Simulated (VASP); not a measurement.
# Ca (I4/mmm) in VASP: a series of runs

Ca is run at these levels: PBEsol; tasks: single point.

Everything below comes from runs of VASP 6.6.1. Logs are shortened: lines on timing, memory, paths and dates and some standing lists are left out, and cuts for length are marked.

**1. The cell of the first run**

It takes space group I4/mmm (No. 139, tetragonal). The conventional cell has a = 3.719 Å, b = 3.719 Å, c = 6.311 Å, α = 90.00°, β = 90.00°, γ = 90.00°. Ca (site symmetry 4/mmm) has 12 Ca at 3.72 to 4.11 Å within 4.9 Å.

**2. Single point, PBEsol**

INCAR

```
PREC = Accurate ; ENCUT = 520
EDIFF = 1E-6 ; ISMEAR = 0
SIGMA = 0.15 ; LREAL = False
LASPH = True ; NELM = 100
ALGO = Fast ; ISIF = 2
LWAVE = False ; LCHARG = False
GGA = PS ; NBANDS = 11
```

KPOINTS

```
regular mesh
0
Gamma
  16 16 16
```

POSCAR

```
Ca
1.0
    0.0000000000      2.6294428719      3.1553314463
    2.6294428719      0.0000000000      3.1553314463
    2.6294428719      2.6294428719      0.0000000000
Ca
1
Direct
    0.0000000000      0.0000000000      0.0000000000
```

Potentials or basis: VASP PAW PBE potentials, release 64 (Ca_sv).

On the command line:

```console
cat potpaw_PBE.64/Ca_sv/POTCAR > POTCAR
mpirun -np 1 vasp_std > vasp.out
```

OUTCAR:

```text
PREC = Accurate
   ENCUT = 520
   EDIFF = 1E-6
   ISMEAR = 0
   LREAL = False
   LASPH = True
   NELM = 100
   ISIF = 2
   GGA = PS

 ion  position               nearest neighbor table
   1  0.000  0.000  0.000-

  LATTYP: Found a body centered tetragonal cell.
 ALAT       =     3.7185937709
 C/A-ratio  =     1.6970562749

  Lattice vectors:

 A1 = (  -2.6294428719,   0.0000000000,   3.1553314463)
 A2 = (   2.6294428719,   0.0000000000,   3.1553314463)
 A3 = (   0.0000000000,   2.6294428719,  -3.1553314463)

Analysis of symmetry for initial positions (statically):
=====================================================================
 Subroutine PRICEL returns:
 Original cell was already a primitive cell.

 Routine SETGRP: Setting up the symmetry group for a
 body centered tetragonal supercell.

 Subroutine GETGRP returns: Found 16 space group operations
 (whereof 16 operations were pure point group operations)
 out of a pool of 16 trial point group operations.

The static configuration has the point symmetry D_4h.

Analysis of symmetry for dynamics (positions and initial velocities):
=====================================================================
 Subroutine PRICEL returns:
 Original cell was already a primitive cell.

 Routine SETGRP: Setting up the symmetry group for a
 body centered tetragonal supercell.

 Subroutine GETGRP returns: Found 16 space group operations
 (whereof 16 operations were pure point group operations)
 out of a pool of 16 trial point group operations.

The dynamic configuration has the point symmetry D_4h.

 Subroutine INISYM returns: Found 16 space group operations
 (whereof 16 operations are pure point group operations),
 and found     1 'primitive' translations

----------------------------------------------------------------------------------------

                                     Primitive cell

  volume of cell :      43.6317

  direct lattice vectors                    reciprocal lattice vectors
     0.000000000  2.629442872  3.155331446    -0.190154350  0.190154350  0.158461958
     2.629442872  0.000000000  3.155331446     0.190154350 -0.190154350  0.158461958
     2.629442872  2.629442872  0.000000000     0.190154350  0.190154350 -0.158461958

  length of vectors
     4.107321068  4.107321068  3.718593771     0.312133859  0.312133859  0.312133859

  position of ions in fractional coordinates (direct lattice)
     0.000000000  0.000000000  0.000000000

  ion indices of the primitive-cell ions
   primitive index   ion index
                 1           1

----------------------------------------------------------------------------------------

 KPOINTS: regular mesh

Automatic generation of k-mesh.
 Grid dimensions read from file:
 generate k-points for:   16   16   16

 Generating k-lattice:

  Cartesian coordinates                     Fractional coordinates (reciprocal lattice)
    -0.011884647  0.011884647  0.009903872     0.062500000  0.000000000  0.000000000
     0.011884647 -0.011884647  0.009903872     0.000000000  0.062500000  0.000000000
     0.011884647  0.011884647 -0.009903872    -0.000000000 -0.000000000  0.062500000

  Length of vectors
     0.019508366  0.019508366  0.019508366

  Shift w.r.t. Gamma in fractional coordinates (k-lattice)
     0.000000000  0.000000000  0.000000000

 Subroutine IBZKPT returns following result:
 ===========================================

 Found    349 irreducible k-points:

 Following reciprocal coordinates:
            Coordinates               Weight
  0.000000  0.000000  0.000000      1.000000
  0.062500 -0.000000  0.000000      8.000000
  0.125000 -0.000000  0.000000      8.000000
  0.187500  0.000000  0.000000      8.000000
  0.250000 -0.000000  0.000000      8.000000
  0.312500 -0.000000  0.000000      8.000000
[... 16 lines left out ...]
 -0.125000  0.062500  0.000000      8.000000
 -0.062500  0.062500  0.000000      4.000000
 [... further k-points ...]
   k-points           NKPTS =    349   k-points in BZ     NKDIM =    349   number of bands    NBANDS=     11
   number of dos      NEDOS =    301   number of ions     NIONS =      1
   total plane-waves  NPLWV =  28672
   dimension x,y,z NGX =    32 NGY =   32 NGZ =   28
   dimension x,y,z NGXF=    64 NGYF=   64 NGZF=   56
   ions per type =               1
   NGX,Y,Z   is equivalent  to a cutoff of  12.95, 12.95, 12.52 a.u.
   NGXF,Y,Z  is equivalent  to a cutoff of  25.90, 25.90, 25.04 a.u.
 SYSTEM =  unknown system
   PREC   = accura    normal or accurate (medium, high low for compatibility)
   ISTART =      0    job   : 0-new  1-cont  2-samecut
   ICHARG =      2    charge: 1-file 2-atom 10-const
   ISPIN  =      1    spin polarized calculation?
   LNONCOLLINEAR =      F non collinear calculations
   LSORBIT =      F    spin-orbit coupling
   LASPH  =      T    aspherical Exc in radial PAW
   ENCUT  =  520.0 eV  38.22 Ry    6.18 a.u.   7.64  7.64  6.91*2*pi/ulx,y,z
   NELM   =    100;   NELMIN=  2; NELMDL= -5     # of ELM steps
   EDIFF  = 0.1E-05   stopping-criterion for ELM
   LREAL  =      F    real-space projection
   EDIFFG = 0.1E-04   stopping-criterion for IOM
   NSW    =      0    number of steps for IOM
   IBRION =     -1    ionic relax: 0-MD 1-quasi-New 2-CG
   NFREE  =      0    steps in history (QN), initial steepest desc. (CG)
   ISIF   =      2    stress and relaxation
   ISYM   =      2    0-nonsym 1-usesym 2-fastsym
   POTIM  = 0.5000    time-step for ionic-motion
   TEBEG  =    0.0;   TEEND  =   0.0 temperature during run
   PSTRESS=    0.0 pullay stress
   NELECT =      10.0000    total number of electrons
   NUPDOWN=      -1.0000    fix difference up-down
   EMIN   =  10.00;   EMAX   =-10.00  energy-range for DOS
   EFERMI =   0.00;   METHOD = LEGACY
   ISMEAR =     0;   SIGMA  =   0.15  broadening in eV -4-tet -1-fermi 0-gaus
   EFERMI_NEDOS =   21; number of points for ismear=-14 and -15
   IALGO  =     68    algorithm
   IMIX   =      4    mixing-type and parameters
     AMIX     =   0.40;   BMIX     =  1.00
     AMIX_MAG =   1.60;   BMIX_MAG =  1.00
  volume/ion in A,a.u.               =      43.63       294.44
  Fermi-wavevector in a.u.,A,eV,Ry     =   1.001861  1.893242 13.656506  1.003725
  Thomas-Fermi vector in A             =   2.134310
   LORBIT       =      0    0 simple, 1 ext, 2 COOP (PROOUT), +10 PAW based schemes
   GGA     = PS    functional components
   LHFCALC =     F    Hartree Fock is set to
   AEXX    =    0.0000 exact exchange contribution
   IVDW    =     0    specifies the selected vdW correction
   LEPSILON=     F    determine dielectric tensor
   LRPA    =     F    only Hartree local field effects (RPA)
 non-spin polarized calculation
 RMM-DIIS sequential band-by-band and
 Gauss-broadening in eV      SIGMA  =   0.15
  energy-cutoff  :      520.00
  volume of cell :       43.63
 maximum number of plane-waves:      1200
   NGX = 15   NGY = 15   NGZ = 13

 number of electron      10.0000001 magnetization

 Free energy of the ion-electron system (eV)
  ---------------------------------------------------
  ext. energy  EPLUGINS =         0.00000000
  ---------------------------------------------------
  free energy    TOTEN  =        -2.09364510 eV

  energy without entropy =       -2.07640021  energy(sigma->0) =       -2.08502266

 E-fermi :   1.7609     XC(G=0):  -7.7033

 val. band max:        1.7571016631   @ k =  -0.3750   0.2500   0.0000
 cond. band min:       1.7655373927   @ k =  -0.1250   0.5000   0.3750
 fundamental gap:      0.0084357296
 Fermi energy:         1.7608598264

 k-point     1 :       0.0000    0.0000    0.0000
  band No.  band energies     occupation
      1     -40.1758      2.00000
      2     -21.1772      2.00000
      3     -21.1635      2.00000
      4     -21.1634      2.00000
      5      -2.2047      2.00000
      6       3.5221      0.00000
      7       4.3782      0.00000
      8       4.4092      0.00000
      9       4.4092      0.00000
     10       5.5357      0.00000
     11      11.0302      0.00000

 k-point     2 :       0.0625   -0.0000    0.0000
  band No.  band energies     occupation
      1     -40.1753      2.00000
      2     -21.1787      2.00000
      3     -21.1684      2.00000
      4     -21.1635      2.00000
      5      -2.1385      2.00000
      6       3.5314      0.00000
      7       4.3218      0.00000
      8       4.3993      0.00000
      9       4.4347      0.00000
     10       5.4983      0.00000
     11      11.0895      0.00000

 k-point     3 :       0.1250   -0.0000    0.0000
  band No.  band energies     occupation
      1     -40.1738      2.00000
      2     -21.1877      2.00000
      3     -21.1779      2.00000
      4     -21.1636      2.00000
      5      -1.9423      2.00000
      6       3.5338      0.00000
      7       4.1155      0.00000
      8       4.4575      0.00000
      9       4.5042      0.00000
     10       5.4013      0.00000
     11      10.9638      0.00000

 k-point     4 :       0.1875    0.0000    0.0000
  band No.  band energies     occupation
      1     -40.1716      2.00000
      2     -21.2097      2.00000
      3     -21.1832      2.00000
      4     -21.1638      2.00000
      5      -1.6235      2.00000
      6       3.4455      0.00000
      7       3.8811      0.00000
      8       4.5902      0.00000
      9       4.5989      0.00000
     10       5.2904      0.00000
     11      10.0320      0.00000
[... 239 lines left out ...]
 k-point    22 :      -0.1875    0.0625    0.0000
  band No.  band energies     occupation
      1     -40.1697      2.00000
      2     -21.2305      2.00000
      3     -21.1855      2.00000
      4     -21.1623      2.00000
      5      -1.3801      2.00000
      6       3.3843      0.00000
      7       3.7407      0.00000
      8       4.6492      0.00000
      9       4.7832      0.00000
     10       5.1110      0.00000
     11       9.5427      0.00000

 k-point    23 :      -0.1250    0.0625    0.0000
  band No.  band energies     occupation
      1     -40.1722      2.00000
      2     -21.2041      2.00000
      3     -21.1815      2.00000
      4     -21.1624      2.00000
      5      -1.7529      2.00000
      6       3.6238      0.00000
      7       3.8590      0.00000
      8       4.5614      0.00000
      9       4.5782      0.00000
     10       5.2344      0.00000
     11      10.5746      0.00000

 k-point    24 :      -0.0625    0.0625    0.0000
  band No.  band energies     occupation
      1     -40.1741      2.00000
      2     -21.1824      2.00000
      3     -21.1790      2.00000
      4     -21.1628      2.00000
      5      -2.0089      2.00000
      6       3.6012      0.00000
      7       4.1301      0.00000
      8       4.4584      0.00000
      9       4.4767      0.00000
     10       5.3841      0.00000
     11      11.1077      0.00000

 [... further k-points ...]
[... 5 lines left out ...]
  --------------------------------------------------------------------------------------
  -------------------------------------------------------------------------------------
  Total       -0.0811400     -0.0811400     -0.7635532      0.0000000      0.0000000     -0.0000000
  in kB       -2.9794971     -2.9794971    -28.0380248      0.0000000      0.0000000     -0.0000000
  external PRESSURE =     -11.3323396 kB  Pullay stress =       0.0000000 kB

 VOLUME and BASIS-vectors are now :
 -----------------------------------------------------------------------------
  energy-cutoff  :      520.00
  volume of cell :       43.63
      direct lattice vectors                 reciprocal lattice vectors
     0.000000000  2.629442872  3.155331446    -0.190154350  0.190154350  0.158461958
     2.629442872  0.000000000  3.155331446     0.190154350 -0.190154350  0.158461958
     2.629442872  2.629442872  0.000000000     0.190154350  0.190154350 -0.158461958

 POSITION                                       TOTAL-FORCE (eV/Angst)
 -----------------------------------------------------------------------------------
      0.00000      0.00000      0.00000         0.000000      0.000000      0.000000
 -----------------------------------------------------------------------------------
    total drift:                               -0.000000     -0.000000      0.000000

  FREE ENERGIE OF THE ION-ELECTRON SYSTEM (eV)
  ---------------------------------------------------
  free  energy   TOTEN  =        -2.0936451042 eV

  energy  without entropy=       -2.0764002098  energy(sigma->0) =       -2.08502266
```

Run time: 62 s. Hardware: 1 thread of Intel Xeon 6975P-C (Granite Rapids), shared host; peak memory 0.29 GiB.

What came out:

* Free energy: -2.0936 eV
* Pressure: -1.1 GPa
* Band gap on the k mesh: zero (band 5 reaches 1.98 eV, above the bottom of band 6 at 1.63 eV)

Stress tensor (GPa, compression positive):
```
-0.30  0.00  0.00
 0.00 -0.30  0.00
 0.00  0.00 -2.80
```

Levels at points of the mesh, in eV from the Fermi level:
```
           k point  band 2  band 3  band 4  band 5  band 6  band 7  band 8  band 9
(0.00, 0.00, 0.00)  -22.94  -22.92  -22.92   -3.97    1.76    2.62    2.65    2.65
(0.50, 0.00, 0.00)  -23.07  -22.96  -22.93   -0.94   -0.13    1.70    2.64    3.83
(0.50, 0.50, 0.00)  -23.03  -22.95  -22.95   -0.89   -0.05    0.78    4.06    4.09
(0.50, 0.00, 0.50)  -23.06  -23.02  -22.96   -0.27    0.59    1.54    3.70    3.70
```

Caveat: the PAW data sets were made with another functional, which shifts forces and pressure a little.

[end of part 1 of 3]
